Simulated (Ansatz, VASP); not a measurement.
## Two plane-wave programs on Si2W

Contents of INCAR:

```
SYSTEM = Si2W
PREC = Accurate
ENCUT = 600
EDIFF = 1E-6
ISMEAR = 0
SIGMA = 0.1
LREAL = .False.
LASPH = .True.
NELM = 100
ALGO = Normal
ISIF = 3
LWAVE = .False.
LCHARG = .False.
GGA = PS
IBRION = 2
NSW = 100
EDIFFG = -0.002
```

KPOINTS

```
regular mesh
0
Gamma
  9 9 6
  0 0 0
```

Contents of POSCAR:

```
Si2W
1.0
    4.6168523800      0.0000000000      0.0000000000
   -2.3084261900      3.9983114500      0.0000000000
    0.0000000000      0.0000000000      6.6532220000
Si W
6 3
Direct
    0.8363740000      0.6727480000      0.5000000000
    0.1636260000      0.8363740000      0.8333333300
    0.6727480000      0.8363740000      0.1666666700
    0.1636260000      0.3272520000      0.5000000000
    0.8363740000      0.1636260000      0.8333333300
    0.3272520000      0.1636260000      0.1666666700
    0.0000000000      0.5000000000      0.1666666700
    0.5000000000      0.5000000000      0.8333333300
    0.5000000000      0.0000000000      0.5000000000
```

Input for Ansatz:

```yaml
crystal:
  lattice:
    - [4.61685238, 0.0, 0.0]
    - [-2.30842619, 3.99831145, 0.0]
    - [0.0, 0.0, 6.653222]
  atoms:
    - { symbol: Si, position: [0.836374, 0.672748, 0.5] }
    - { symbol: Si, position: [0.163626, 0.836374, 0.83333333] }
    - { symbol: Si, position: [0.672748, 0.836374, 0.16666667] }
    - { symbol: Si, position: [0.163626, 0.327252, 0.5] }
    - { symbol: Si, position: [0.836374, 0.163626, 0.83333333] }
    - { symbol: Si, position: [0.327252, 0.163626, 0.16666667] }
    - { symbol: W, position: [0.0, 0.5, 0.16666667] }
    - { symbol: W, position: [0.5, 0.5, 0.83333333] }
    - { symbol: W, position: [0.5, 0.0, 0.5] }
basis:
  ecutwfc: 420
kpoints:
  mp_grid: { grid: [9, 9, 6] }
hamiltonian:
  xc: pbesol
  pseudopotentials: { kind: paw, azcp: { folder: soft_1 } }
scf:
  occupations: { method: gaussian, width: 0.1 }
output:
  forces: true
  stress: true
  eigenvalues: true
  write_density: true
  write_potential: true
  elf: true
  volumetric_format: npy
relax:
  adjacent_minimum: "off"
  f_tol: 0.002
  max_steps: 80
  cell: { stress_tol: 0.02 }
```

Alike in both runs: task relaxation of cell and atoms; functional PBEsol; k mesh 9 × 9 × 6; occupations gaussian, width 0.1 eV; no spin polarisation.

|  | VASP | Ansatz |
| --- | --- | --- |
| version | VASP 6.6.1 | Ansatz 0.2.0 |
| potentials or method | VASP PAW PBE potentials, release 64 (Si, W_sv), cutoff 600 eV | scalar-relativistic, plane waves, PAW |
| valence electrons in the cell | 66 | 66 |

```csv
,VASP,Ansatz,Ansatz less VASP
"gap on the k mesh at the Fermi level, each at its own relaxed structure (eV)",0.14,0.14,-0.002
relaxed volume (Å³/atom),13.33,13.31,-0.016
relaxed cell length with the largest relative difference (Å),6.607,6.604,-0.0031
```

VASP's potentials were made for PBE, not for PBEsol, and Ansatz warns of the same on its side.

Neither program's run includes spin-orbit coupling.
